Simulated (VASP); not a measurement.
Write the native input for VASP 6.6.1 that does the following.

```yaml
Task: single point
Functional: PBEsol
Dispersion: D3(BJ)
Potentials_or_basis: VASP PAW PBE potentials, release 64 (C)
Cutoff: 520 eV
k_mesh: 18 × 18 × 6
Occupations: gaussian, width 0.15 eV
Spin: no spin polarisation
Dipole_correction: no
Further_INCAR_settings: ALGO = Normal; EDIFF = 1e-06; NBANDS = 16
```

The structure of C lies in POSCAR:

```
C
1.0
    2.4580081303      0.0000000000      0.0000000000
   -1.2290040652      2.1286974836      0.0000000000
    0.0000000000      0.0000000000      7.0406607111
C
4
Direct
    0.0000000000      0.0000000000      0.0025000000
    0.0000000000      0.0000000000      0.5025000000
    0.3333333333      0.6666666667      0.0025000000
    0.6666666667      0.3333333333      0.5025000000
```

This cell differs from its parent crystal: engineering shear strain xy +0.0000, normal strain along z +0.0700.

These files were run (other wordings do the same):

INCAR

```
SYSTEM = C
PREC = Accurate ; ENCUT = 520
EDIFF = 1E-6 ; ISMEAR = 0
SIGMA = 0.15 ; LREAL = .FALSE.
LASPH = .TRUE. ; NELM = 60
ALGO = Normal ; ISIF = 2
LWAVE = .FALSE. ; LCHARG = .FALSE.
GGA = PS ; IVDW = 12
NBANDS = 16
```

KPOINTS

```
regular mesh
0
G
  18 18 6
  0 0 0
```

Potentials or basis: VASP PAW PBE potentials, release 64 (C).

The run is started by

```bash
$ cat potpaw_PBE.64/C/POTCAR > POTCAR
$ mpirun -np 1 vasp_std > vasp.out
```

It gave:

```
Pressure                   : 0.3 GPa
Band gap on the k mesh     : zero (band 8 reaches 4.24 eV, above the bottom of band 9 at 4.23 eV)
Dispersion energy per atom : -0.105 eV
```

Caveat: the cell differs from its parent crystal (engineering shear strain xy +0.0000, normal strain along z +0.0700); the PAW data sets were made with another functional, which shifts forces and pressure a little.

Wall time 66 s on 1 thread of Intel Xeon 6975P-C, on a shared host, peak memory 0.2 GiB.
